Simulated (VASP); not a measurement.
# Cu (I4/mmm) in VASP: further runs

The runs below take Cu through single point, with PBE.

All numbers are computed with VASP 6.6.1; they aren't measurements. Logs are shortened: lines on timing, memory, paths and dates and some standing lists are left out, and cuts for length are marked.

## Step 1: The cell of the first run

It takes space group I4/mmm (No. 139, tetragonal). The conventional cell has a = 2.620 Å, b = 2.620 Å, c = 3.434 Å, α = 90.00°, β = 90.00°, γ = 90.00°. Cu (site symmetry 4/mmm) has 12 Cu at 2.53 to 2.62 Å within 3.3 Å.

## Step 2: Single point, PBE (strain +0.025 along x and y, -0.050 along z)

Input file INCAR:

```
SYSTEM = Cu
PREC = Accurate
ENCUT = 520
EDIFF = 1E-7
ISMEAR = 0
SIGMA = 0.15
LREAL = .FALSE.
LASPH = .TRUE.
NELM = 60
ALGO = Normal
ISIF = 2
LWAVE = .FALSE.
LCHARG = .TRUE.
GGA = PE
LELF = .TRUE.
LVHAR = .TRUE.
NBANDS = 12
```

Input file KPOINTS:

```
regular mesh
0
G
  22 22 22
  0 0 0
```

Input file POSCAR:

```
Cu
1.0
    0.0000000000      1.8526875000      1.7171250000
    1.8526875000      0.0000000000      1.7171250000
    1.8526875000      1.8526875000      0.0000000000
Cu
1
Direct
    0.0000000000      0.0000000000      0.0000000000
```

Potentials or basis: VASP PAW PBE potentials, release 64 (Cu).

Command:

```sh
> cat potpaw_PBE.64/Cu/POTCAR > POTCAR
> mpirun -np 1 vasp_std > vasp.out
```

OUTCAR:

```text
SYSTEM = Cu
   PREC = Accurate
   ENCUT = 520
   EDIFF = 1E-7
   ISMEAR = 0
   LREAL = .FALSE.
   LASPH = .TRUE.
   NELM = 60
   ISIF = 2
   GGA = PE

 ion  position               nearest neighbor table
   1  0.000  0.000  0.000-

  LATTYP: Found a body centered tetragonal cell.
 ALAT       =     2.6200957893
 C/A-ratio  =     1.3107345212

  Lattice vectors:

 A1 = (   0.0000000000,  -1.8526875000,  -1.7171250000)
 A2 = (   0.0000000000,   1.8526875000,  -1.7171250000)
 A3 = (   1.8526875000,   0.0000000000,   1.7171250000)

Analysis of symmetry for initial positions (statically):
=====================================================================
 Subroutine PRICEL returns:
 Original cell was already a primitive cell.

 Routine SETGRP: Setting up the symmetry group for a
 body centered tetragonal supercell.

 Subroutine GETGRP returns: Found 16 space group operations
 (whereof 16 operations were pure point group operations)
 out of a pool of 16 trial point group operations.

The static configuration has the point symmetry D_4h.

Analysis of symmetry for dynamics (positions and initial velocities):
=====================================================================
 Subroutine PRICEL returns:
 Original cell was already a primitive cell.

 Routine SETGRP: Setting up the symmetry group for a
 body centered tetragonal supercell.

 Subroutine GETGRP returns: Found 16 space group operations
 (whereof 16 operations were pure point group operations)
 out of a pool of 16 trial point group operations.

The dynamic configuration has the point symmetry D_4h.

 Subroutine INISYM returns: Found 16 space group operations
 (whereof 16 operations are pure point group operations),
 and found     1 'primitive' translations

----------------------------------------------------------------------------------------

                                     Primitive cell

  volume of cell :      11.7879

  direct lattice vectors                    reciprocal lattice vectors
     0.000000000  1.852687500  1.717125000    -0.269878217  0.269878217  0.291184393
     1.852687500  0.000000000  1.717125000     0.269878217 -0.269878217  0.291184393
     1.852687500  1.852687500  0.000000000     0.269878217  0.269878217 -0.291184393

  length of vectors
[... 85 lines left out ...]
   NFREE  =      0    steps in history (QN), initial steepest desc. (CG)
   ISIF   =      2    stress and relaxation
   ISYM   =      2    0-nonsym 1-usesym 2-fastsym
   POTIM  = 0.5000    time-step for ionic-motion
   TEBEG  =    0.0;   TEEND  =   0.0 temperature during run
   PSTRESS=    0.0 pullay stress
   NELECT =      11.0000    total number of electrons
   NUPDOWN=      -1.0000    fix difference up-down
   EMIN   =  10.00;   EMAX   =-10.00  energy-range for DOS
   EFERMI =   0.00;   METHOD = LEGACY
   ISMEAR =     0;   SIGMA  =   0.15  broadening in eV -4-tet -1-fermi 0-gaus
   EFERMI_NEDOS =   21; number of points for ismear=-14 and -15
   IALGO  =     38    algorithm
   IMIX   =      4    mixing-type and parameters
     AMIX     =   0.40;   BMIX     =  1.00
     AMIX_MAG =   1.60;   BMIX_MAG =  1.00
  volume/ion in A,a.u.               =      11.79        79.55
  Fermi-wavevector in a.u.,A,eV,Ry     =   1.599780  3.023146 34.821344  2.559297
  Thomas-Fermi vector in A             =   2.697019
   LORBIT       =      0    0 simple, 1 ext, 2 COOP (PROOUT), +10 PAW based schemes
   GGA     = PE    functional components
   LHFCALC =     F    Hartree Fock is set to
   AEXX    =    0.0000 exact exchange contribution
   IVDW    =     0    specifies the selected vdW correction
   LEPSILON=     F    determine dielectric tensor
   LRPA    =     F    only Hartree local field effects (RPA)
 non-spin polarized calculation
 Gauss-broadening in eV      SIGMA  =   0.15
  energy-cutoff  :      520.00
  volume of cell :       11.79
 maximum number of plane-waves:       330
   NGX =  9   NGY =  9   NGZ =  9

 number of electron      11.0000009 magnetization

 Free energy of the ion-electron system (eV)
  ---------------------------------------------------
  ext. energy  EPLUGINS =         0.00000000
  ---------------------------------------------------
  free energy    TOTEN  =        -3.72171021 eV

  energy without entropy =       -3.71854678  energy(sigma->0) =       -3.72012850

 E-fermi :   7.6146     XC(G=0): -12.7368

 val. band max:        7.5941041557   @ k =   0.5000   0.1364   0.3182
 cond. band min:       7.6369585974   @ k =   0.5000   0.0455   0.1818
 fundamental gap:      0.0428544417
 Fermi energy:         7.6146371302

 k-point     1 :       0.0000    0.0000    0.0000
  band No.  band energies     occupation
      1      -1.7557      2.00000
      2       4.4738      2.00000
      3       4.4738      2.00000
      4       4.8138      2.00000
      5       5.2103      2.00000
      6       5.5545      2.00000
      7      30.3317      0.00000
      8      32.8240      0.00000
      9      32.8240      0.00000
     10      33.1743      0.00000
     11      35.3065      0.00000
     12      35.5281      0.00000
[... 331 lines left out ...]
 k-point    24 :      -0.4545    0.0455    0.0000
  band No.  band energies     occupation
      1       2.5456      2.00000
      2       4.3863      2.00000
      3       4.7015      2.00000
      4       5.6112      2.00000
      5       6.0119      2.00000
      6       6.7684      2.00000
      7      11.7407      0.00000
      8      27.9463      0.00000
      9      28.2529      0.00000
     10      30.1584      0.00000
     11      32.1871      0.00000
     12      34.3718      0.00000

 [... further k-points ...]

------------------------ aborting loop because EDIFF is reached ----------------------------------------

  FORCE on cell =-STRESS in cart. coord.  units (eV):
  Direction    XX          YY          ZZ          XY          YZ          ZX
  --------------------------------------------------------------------------------------
  -------------------------------------------------------------------------------------
  Total        0.1187591      0.1187591      0.3639023      0.0000000     -0.0000000      0.0000000
  in kB       16.1413978     16.1413978     49.4605760      0.0000000     -0.0000000      0.0000000
  external PRESSURE =      27.2477906 kB  Pullay stress =       0.0000000 kB

 VOLUME and BASIS-vectors are now :
 -----------------------------------------------------------------------------
  energy-cutoff  :      520.00
  volume of cell :       11.79
      direct lattice vectors                 reciprocal lattice vectors
     0.000000000  1.852687500  1.717125000    -0.269878217  0.269878217  0.291184393
     1.852687500  0.000000000  1.717125000     0.269878217 -0.269878217  0.291184393
     1.852687500  1.852687500  0.000000000     0.269878217  0.269878217 -0.291184393

 POSITION                                       TOTAL-FORCE (eV/Angst)
 -----------------------------------------------------------------------------------
      0.00000      0.00000      0.00000        -0.000000      0.000000      0.000000
 -----------------------------------------------------------------------------------
    total drift:                               -0.000000     -0.000000     -0.000000

  FREE ENERGIE OF THE ION-ELECTRON SYSTEM (eV)
  ---------------------------------------------------
  free  energy   TOTEN  =        -3.7217102075 eV

  energy  without entropy=       -3.7185467845  energy(sigma->0) =       -3.72012850
```

OSZICAR:

```text
N       E                     dE             d eps       ncg     rms          rms(c)
DAV:   1     0.424585202332E+02    0.42459E+02   -0.53997E+03 22248   0.154E+03
DAV:   2    -0.327178872380E+01   -0.45730E+02   -0.42163E+02 20652   0.205E+02
DAV:   3    -0.461692774172E+01   -0.13451E+01   -0.13346E+01 23168   0.401E+01
DAV:   4    -0.462544816984E+01   -0.85204E-02   -0.85191E-02 22640   0.281E+00
DAV:   5    -0.462552896468E+01   -0.80795E-04   -0.80795E-04 23608   0.279E-01    0.768E+00
DAV:   6    -0.410189651463E+01    0.52363E+00   -0.14420E+01 23772   0.721E+01    0.392E+00
DAV:   7    -0.373434540337E+01    0.36755E+00   -0.22868E+00 23764   0.286E+01    0.587E-01
DAV:   8    -0.372324077501E+01    0.11105E-01   -0.44430E-03 22980   0.931E-01    0.296E-01
DAV:   9    -0.372170999218E+01    0.15308E-02   -0.94039E-03 24928   0.169E+00    0.305E-02
DAV:  10    -0.372171123680E+01   -0.12446E-05   -0.41982E-05 29696   0.106E-01    0.859E-03
DAV:  11    -0.372171016064E+01    0.10762E-05   -0.10127E-06 24988   0.183E-02    0.317E-04
DAV:  12    -0.372171020749E+01   -0.46849E-07   -0.12900E-08 13388   0.145E-03
   1 F= -.37217102E+01 E0= -.37201285E+01  d E =-.316342E-02
```

Wall time 56 s (1 thread of AMD EPYC 9R45 (Zen 5), shared host); peak memory 0.19 GiB.

What came out:

```yaml
Free_energy: -3.7217 eV
Pressure: 2.7 GPa
Band_gap_on_the_k_mesh: zero (an odd number of electrons rules out a gap without spin polarisation)
```

Caveat: the cell differs from its parent crystal (strain +0.025 along x and y, -0.050 along z).

## Step 3: Single point, PBE (strain +0.025 along x and y, -0.025 along z)

Input file INCAR:

```
PREC = Accurate
ENCUT = 520
EDIFF = 1E-7
ISMEAR = 0
SIGMA = 0.15
LREAL = False
LASPH = True
NELM = 80
ALGO = Fast
ISIF = 2
LWAVE = False
LCHARG = True
GGA = PE
LELF = True
LVHAR = True
NBANDS = 12
```

Input file KPOINTS:

```
regular mesh
0
Gamma
  22 22 22
```

Input file POSCAR:

```
Cu
1.0
    0.0000000000      1.8526875000      1.7623125000
    1.8526875000      0.0000000000      1.7623125000
    1.8526875000      1.8526875000      0.0000000000
Cu
1
Direct
    0.0000000000      0.0000000000      0.0000000000
```

Potentials or basis: VASP PAW PBE potentials, release 64 (Cu).

Command:

```sh
> cat potpaw_PBE.64/Cu/POTCAR > POTCAR
> mpirun -np 1 vasp_std > vasp.out
```

It took 82 s on 1 thread of AMD EPYC 9R45 (Zen 5), shared host; peak memory 0.19 GiB.

Results (log left out):

| Item | Value |
| --- | --- |
| Free energy | -3.7271 eV |
| Pressure | -1.1 GPa |
| Band gap on the k mesh | zero (an odd number of electrons rules out a gap without spin polarisation) |

Stress tensor (GPa, compression positive):
```
-1.87  0.00  0.00
 0.00 -1.87  0.00
 0.00  0.00  0.45
```

Levels at points of the mesh, in eV from the Fermi level:
```tsv
k point	band 4	band 5	band 6	band 7	band 8	band 9
(0.00, 0.00, 0.00)	-2.80	-2.28	-2.06	22.45	24.83	24.83
(0.50, 0.00, 0.00)	-1.67	-1.57	-0.92	3.65	20.44	20.91
(0.50, 0.50, 0.00)	-1.47	-1.47	2.25	7.83	12.13	12.13
(0.50, 0.00, 0.50)	-1.56	-1.41	1.18	6.52	13.27	13.36
```

Caveat: the cell differs from its parent crystal (strain +0.025 along x and y, -0.025 along z).

(Part 1 of 2 ends here.)
